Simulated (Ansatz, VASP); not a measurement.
# CdS in VASP and in Ansatz

Contents of INCAR:

```
SYSTEM = CdS
ALGO = Normal
EDIFF = 1E-6
ENCUT = 520
GGA = PS
ISIF = 2
ISMEAR = -1
LASPH = .TRUE.
LCHARG = .FALSE.
LREAL = .FALSE.
LWAVE = .FALSE.
NBANDS = 16
NELM = 60
PREC = Accurate
SIGMA = 0.05
```

File KPOINTS:

```
k-points
0
G
  8 8 8
  0 0 0
```

The input POSCAR:

```
CdS
1.0
    0.0000000000      2.7714779354      2.7714779354
    2.7714779354      0.0000000000      2.7714779354
    2.7714779354      2.7714779354      0.0000000000
Cd S
1 1
Direct
    0.0000000000      0.0000000000      0.0000000000
    0.5000000000      0.5000000000      0.5000000000
```

The input input.yaml:

```yaml
crystal:
  lattice:
    - [0.0, 2.7714779354, 2.7714779354]
    - [2.7714779354, 0.0, 2.7714779354]
    - [2.7714779354, 2.7714779354, 0.0]
  atoms:
    - { symbol: Cd, position: [0.0, 0.0, 0.0] }
    - { symbol: S, position: [0.5, 0.5, 0.5] }
kpoints:
  mp_grid: { grid: [8, 8, 8] }
scf:
  occupations: { method: fermi_dirac, width: 0.05 }
hamiltonian:
  xc: pbesol
  pseudopotentials: { kind: all_electron, lapw: { basis_error: 0.001 } }
output:
  forces: true
  stress: true
  eigenvalues: true
```

Change from the starting cell: volume scaled by 1.02.

Alike in both runs: task single point; functional PBEsol; k mesh 8 × 8 × 8; occupations fermi-dirac, width 0.05 eV; no spin polarisation.

```csv
,VASP,Ansatz
version,VASP 6.6.1,Ansatz 0.2.0
potentials or method,"VASP PAW PBE potentials, release 64 (Cd, S), cutoff 520 eV","all-electron LAPW, scalar-relativistic"
```

VASP gave:

| Item | Value |
| --- | --- |
| pressure (GPa) | -5.2 |

Q: Estimate Ansatz's values.

A: Pressure (GPa): -5.6.

VASP's potentials were made for PBE, not for PBEsol. Ansatz ran all-electron here, and VASP with PAW potentials.
